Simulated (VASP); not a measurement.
# Sn3Se (Pm-3m) in VASP: further runs

The runs below take Sn3Se through single point, with PBEsol.

Everything below comes from runs of VASP 6.6.1. Logs are shortened: lines on timing, memory, paths and dates and some standing lists are left out, and cuts for length are marked.

## 1. The cell of the first run

The structure is cubic, space group Pm-3m (No. 221). Conventional cell: a = 4.710 Å, b = 4.710 Å, c = 4.710 Å, α = 90.00°, β = 90.00°, γ = 90.00°. Within 4.4 Å of Sn (site symmetry 4/mmm) lie 8 Sn at 3.33 Å and 4 Se at 3.33 Å. Se (site symmetry m-3m) has 12 Sn at 3.33 Å within 4.4 Å.

## 2. Single point, PBEsol (26.12 Å³/atom)

INCAR reads:

```
SYSTEM = Sn3Se
  PREC = Accurate
  ENCUT = 520
  EDIFF = 1E-7
  ISMEAR = -1
  SIGMA = 0.05
  LREAL = .FALSE.
  LASPH = .TRUE.
  NELM = 100
  ALGO = Normal
  ISIF = 2
  LWAVE = .FALSE.
  LCHARG = .FALSE.
  GGA = PS
  NBANDS = 32
```

KPOINTS reads:

```
regular mesh
0
G
  6 6 6
  0 0 0
```

POSCAR reads:

```
Sn3Se
1.0
    4.7100533498      0.0000000000      0.0000000000
    0.0000000000      4.7100533498      0.0000000000
    0.0000000000      0.0000000000      4.7100533498
Sn Se
3 1
Direct
    0.5000000000      0.5000000000      0.0000000000
    0.5000000000      0.0000000000      0.5000000000
    0.0000000000      0.5000000000      0.5000000000
    0.0000000000      0.0000000000      0.0000000000
```

Potentials or basis: VASP PAW PBE potentials, release 64 (Sn_d, Se).

The run is started by

```sh
$ cat potpaw_PBE.64/Sn_d/POTCAR potpaw_PBE.64/Se/POTCAR > POTCAR
$ mpirun -np 1 vasp_std > vasp.out
```

OUTCAR:

```text
SYSTEM = Sn3Se
   PREC = Accurate
   ENCUT = 520
   EDIFF = 1E-7
   ISMEAR = -1
   LREAL = .FALSE.
   LASPH = .TRUE.
   NELM = 100
   ISIF = 2
   GGA = PS

 ion  position               nearest neighbor table
   1  0.500  0.500  0.000-   2 3.33   3 3.33   2 3.33   3 3.33   2 3.33   2 3.33   3 3.33   3 3.33

   2  0.500  0.000  0.500-   1 3.33   3 3.33   1 3.33   1 3.33   3 3.33   1 3.33   3 3.33   3 3.33

   3  0.000  0.500  0.500-   1 3.33   2 3.33   1 3.33   2 3.33   1 3.33   2 3.33   1 3.33   2 3.33

   4  0.000  0.000  0.000-

  LATTYP: Found a simple cubic cell.
 ALAT       =     4.7100533498

  Lattice vectors:

 A1 = (   4.7100533498,   0.0000000000,   0.0000000000)
 A2 = (   0.0000000000,   4.7100533498,   0.0000000000)
 A3 = (   0.0000000000,   0.0000000000,   4.7100533498)

Analysis of symmetry for initial positions (statically):
=====================================================================
 Subroutine PRICEL returns:
 Original cell was already a primitive cell.

 Routine SETGRP: Setting up the symmetry group for a
 simple cubic supercell.

 Subroutine GETGRP returns: Found 48 space group operations
 (whereof 48 operations were pure point group operations)
 out of a pool of 48 trial point group operations.

The static configuration has the point symmetry O_h .

Analysis of symmetry for dynamics (positions and initial velocities):
=====================================================================
 Subroutine PRICEL returns:
 Original cell was already a primitive cell.

 Routine SETGRP: Setting up the symmetry group for a
 simple cubic supercell.

 Subroutine GETGRP returns: Found 48 space group operations
 (whereof 48 operations were pure point group operations)
 out of a pool of 48 trial point group operations.

The dynamic configuration has the point symmetry O_h .

 Subroutine INISYM returns: Found 48 space group operations
 (whereof 48 operations are pure point group operations),
 and found     1 'primitive' translations

----------------------------------------------------------------------------------------

                                     Primitive cell

  volume of cell :     104.4907

  direct lattice vectors                    reciprocal lattice vectors
     4.710053350  0.000000000  0.000000000     0.212311820  0.000000000  0.000000000
     0.000000000  4.710053350  0.000000000     0.000000000  0.212311820  0.000000000
     0.000000000  0.000000000  4.710053350     0.000000000  0.000000000  0.212311820

  length of vectors
     4.710053350  4.710053350  4.710053350     0.212311820  0.212311820  0.212311820

  position of ions in fractional coordinates (direct lattice)
     0.500000000  0.500000000  0.000000000
     0.500000000  0.000000000  0.500000000
     0.000000000  0.500000000  0.500000000
     0.000000000  0.000000000  0.000000000

  ion indices of the primitive-cell ions
   primitive index   ion index
                 1           1
                 2           2
                 3           3
                 4           4

----------------------------------------------------------------------------------------

 KPOINTS: regular mesh

Automatic generation of k-mesh.
 Grid dimensions read from file:
 generate k-points for:    6    6    6

 Generating k-lattice:

  Cartesian coordinates                     Fractional coordinates (reciprocal lattice)
     0.035385303  0.000000000  0.000000000     0.166666667  0.000000000  0.000000000
     0.000000000  0.035385303  0.000000000     0.000000000  0.166666667  0.000000000
     0.000000000  0.000000000  0.035385303     0.000000000  0.000000000  0.166666667

  Length of vectors
     0.035385303  0.035385303  0.035385303

  Shift w.r.t. Gamma in fractional coordinates (k-lattice)
     0.000000000  0.000000000  0.000000000

 Subroutine IBZKPT returns following result:
 ===========================================

 Found     20 irreducible k-points:

 Following reciprocal coordinates:
            Coordinates               Weight
  0.000000  0.000000  0.000000      1.000000
  0.166667  0.000000  0.000000      6.000000
  0.333333  0.000000  0.000000      6.000000
  0.500000  0.000000  0.000000      3.000000
  0.166667  0.166667  0.000000     12.000000
  0.333333  0.166667  0.000000     24.000000
[... 12 lines left out ...]
  0.500000  0.500000  0.333333      6.000000
  0.500000  0.500000  0.500000      1.000000
   k-points           NKPTS =     20   k-points in BZ     NKDIM =     20   number of bands    NBANDS=     32
   number of dos      NEDOS =    301   number of ions     NIONS =      4
   total plane-waves  NPLWV =  46656
   dimension x,y,z NGX =    36 NGY =   36 NGZ =   36
   dimension x,y,z NGXF=    72 NGYF=   72 NGZF=   72
   ions per type =               3   1
   NGX,Y,Z   is equivalent  to a cutoff of  12.71, 12.71, 12.71 a.u.
   NGXF,Y,Z  is equivalent  to a cutoff of  25.41, 25.41, 25.41 a.u.
 SYSTEM =  Sn3Se
   PREC   = accura    normal or accurate (medium, high low for compatibility)
   ISTART =      0    job   : 0-new  1-cont  2-samecut
   ICHARG =      2    charge: 1-file 2-atom 10-const
   ISPIN  =      1    spin polarized calculation?
   LNONCOLLINEAR =      F non collinear calculations
   LSORBIT =      F    spin-orbit coupling
   LASPH  =      T    aspherical Exc in radial PAW
   ENCUT  =  520.0 eV  38.22 Ry    6.18 a.u.   8.76  8.76  8.76*2*pi/ulx,y,z
   NELM   =    100;   NELMIN=  2; NELMDL= -5     # of ELM steps
   EDIFF  = 0.1E-06   stopping-criterion for ELM
   LREAL  =      F    real-space projection
   EDIFFG = 0.1E-05   stopping-criterion for IOM
   NSW    =      0    number of steps for IOM
   IBRION =     -1    ionic relax: 0-MD 1-quasi-New 2-CG
   NFREE  =      0    steps in history (QN), initial steepest desc. (CG)
   ISIF   =      2    stress and relaxation
   ISYM   =      2    0-nonsym 1-usesym 2-fastsym
   POTIM  = 0.5000    time-step for ionic-motion
   TEBEG  =    0.0;   TEEND  =   0.0 temperature during run
   PSTRESS=    0.0 pullay stress
   NELECT =      48.0000    total number of electrons
   NUPDOWN=      -1.0000    fix difference up-down
   EMIN   =  10.00;   EMAX   =-10.00  energy-range for DOS
   EFERMI =   0.00;   METHOD = LEGACY
   ISMEAR =    -1;   SIGMA  =   0.05  broadening in eV -4-tet -1-fermi 0-gaus
   EFERMI_NEDOS =   21; number of points for ismear=-14 and -15
   IALGO  =     38    algorithm
   IMIX   =      4    mixing-type and parameters
     AMIX     =   0.40;   BMIX     =  1.00
     AMIX_MAG =   1.60;   BMIX_MAG =  1.00
  volume/ion in A,a.u.               =      26.12       176.28
  Fermi-wavevector in a.u.,A,eV,Ry     =   1.263173  2.387050 21.709530  1.595605
  Thomas-Fermi vector in A             =   2.396543
   LORBIT       =      0    0 simple, 1 ext, 2 COOP (PROOUT), +10 PAW based schemes
   GGA     = PS    functional components
   LHFCALC =     F    Hartree Fock is set to
   AEXX    =    0.0000 exact exchange contribution
   IVDW    =     0    specifies the selected vdW correction
   LEPSILON=     F    determine dielectric tensor
   LRPA    =     F    only Hartree local field effects (RPA)
 non-spin polarized calculation
  energy-cutoff  :      520.00
  volume of cell :      104.49
 maximum number of plane-waves:      2849
 NGX is ok and might be reduce to    36
   NGX = 17   NGY = 17   NGZ = 17

 number of electron      47.9999962 magnetization

 Free energy of the ion-electron system (eV)
  ---------------------------------------------------
  ext. energy  EPLUGINS =         0.00000000
  ---------------------------------------------------
  free energy    TOTEN  =       -16.56138384 eV

  energy without entropy =      -16.54086133  energy(sigma->0) =      -16.55112259

 E-fermi :   7.3015     XC(G=0): -10.4088

 val. band max:        7.2777087227   @ k =   0.0000   0.0000   0.0000
 cond. band min:       7.3286748555   @ k =   0.1667   0.1667   0.1667
 fundamental gap:      0.0509661328
 Fermi energy:         7.3014775506

 k-point     1 :       0.0000    0.0000    0.0000
  band No.  band energies     occupation
      1     -14.3689      2.00000
      2     -14.3689      2.00000
      3     -14.3689      2.00000
      4     -14.3411      2.00000
      5     -14.3411      2.00000
      6     -14.3156      2.00000
[... 24 lines left out ...]
     31      12.7670      0.00000
     32      12.9906      0.00000

 k-point     2 :       0.1667    0.0000    0.0000
  band No.  band energies     occupation
      1     -14.3659      2.00000
      2     -14.3541      2.00000
      3     -14.3541      2.00000
      4     -14.3400      2.00000
      5     -14.3323      2.00000
      6     -14.3054      2.00000
[... 24 lines left out ...]
     31      13.1396      0.00000
     32      13.1413      0.00000

 k-point     3 :       0.3333    0.0000    0.0000
  band No.  band energies     occupation
      1     -14.3592      2.00000
      2     -14.3379      2.00000
      3     -14.3163      2.00000
      4     -14.3163      2.00000
      5     -14.3101      2.00000
      6     -14.2793      2.00000
[... 24 lines left out ...]
     31      12.0110      0.00000
     32      13.3838      0.00000

 k-point     4 :       0.5000    0.0000    0.0000
  band No.  band energies     occupation
      1     -14.3554      2.00000
      2     -14.3369      2.00000
      3     -14.2930      2.00000
      4     -14.2921      2.00000
      5     -14.2921      2.00000
      6     -14.2781      2.00000
[... 514 lines left out ...]
     31      12.7035      0.00000
     32      15.4242      0.00000

 k-point    19 :       0.5000    0.5000    0.3333
  band No.  band energies     occupation
      1     -14.3453      2.00000
      2     -14.3333      2.00000
      3     -14.3333      2.00000
      4     -14.3261      2.00000
      5     -14.2903      2.00000
      6     -14.2890      2.00000
[... 24 lines left out ...]
     31      13.3411      0.00000
     32      14.9916      0.00000

 k-point    20 :       0.5000    0.5000    0.5000
  band No.  band energies     occupation
      1     -14.3524      2.00000
      2     -14.3357      2.00000
      3     -14.3357      2.00000
      4     -14.3357      2.00000
      5     -14.2960      2.00000
      6     -14.2960      2.00000
[... 24 lines left out ...]
     31      13.5473      0.00000
     32      14.3325      0.00000

------------------------ aborting loop because EDIFF is reached ----------------------------------------

  FORCE on cell =-STRESS in cart. coord.  units (eV):
  Direction    XX          YY          ZZ          XY          YZ          ZX
  --------------------------------------------------------------------------------------
  -------------------------------------------------------------------------------------
  Total       -1.1387382     -1.1387382     -1.1387382      0.0000000      0.0000000     -0.0000000
  in kB      -17.4605122    -17.4605122    -17.4605122      0.0000000      0.0000000     -0.0000000
  external PRESSURE =     -17.4605122 kB  Pullay stress =       0.0000000 kB

 VOLUME and BASIS-vectors are now :
 -----------------------------------------------------------------------------
  energy-cutoff  :      520.00
  volume of cell :      104.49
      direct lattice vectors                 reciprocal lattice vectors
     4.710053350  0.000000000  0.000000000     0.212311820  0.000000000  0.000000000
     0.000000000  4.710053350  0.000000000     0.000000000  0.212311820  0.000000000
     0.000000000  0.000000000  4.710053350     0.000000000  0.000000000  0.212311820

 POSITION                                       TOTAL-FORCE (eV/Angst)
 -----------------------------------------------------------------------------------
      2.35503      2.35503      0.00000         0.000000      0.000000      0.000000
      2.35503      0.00000      2.35503         0.000000      0.000000      0.000000
      0.00000      2.35503      2.35503         0.000000      0.000000      0.000000
      0.00000      0.00000      0.00000         0.000000      0.000000      0.000000
 -----------------------------------------------------------------------------------
    total drift:                                0.000000      0.000000      0.000000

  FREE ENERGIE OF THE ION-ELECTRON SYSTEM (eV)
  ---------------------------------------------------
  free  energy   TOTEN  =       -16.5613838442 eV

  energy  without entropy=      -16.5408613266  energy(sigma->0) =      -16.55112259
```

It took 90 s on 1 thread of Intel Xeon 8259CL, shared host; peak memory 0.23 GiB.

What came out:

```yaml
Free_energy: -16.5614 eV
Pressure: -1.7 GPa
Band_gap_on_the_k_mesh: zero (bands 24 and 25 overlap by 2.36 eV)
```

Levels at points of the mesh, in eV from the Fermi level:
```csv
k point,band 22,band 23,band 24,band 25,band 26,band 27
"(0.00, 0.00, 0.00)",-4.40,-0.02,-0.02,-0.02,2.32,2.32
"(0.50, 0.00, 0.00)",-1.89,-1.82,-1.82,-0.19,1.96,2.25
"(0.50, 0.50, 0.00)",-2.01,-2.01,-0.61,0.06,0.06,0.11
"(0.50, 0.50, 0.50)",-5.35,-4.79,2.06,2.06,2.06,6.01
```

Caveat: the PAW data sets were made with another functional, which shifts forces and pressure a little; spin-orbit coupling is left out, which moves the levels of the heavy elements.

(Continued in part 2 of 2.)
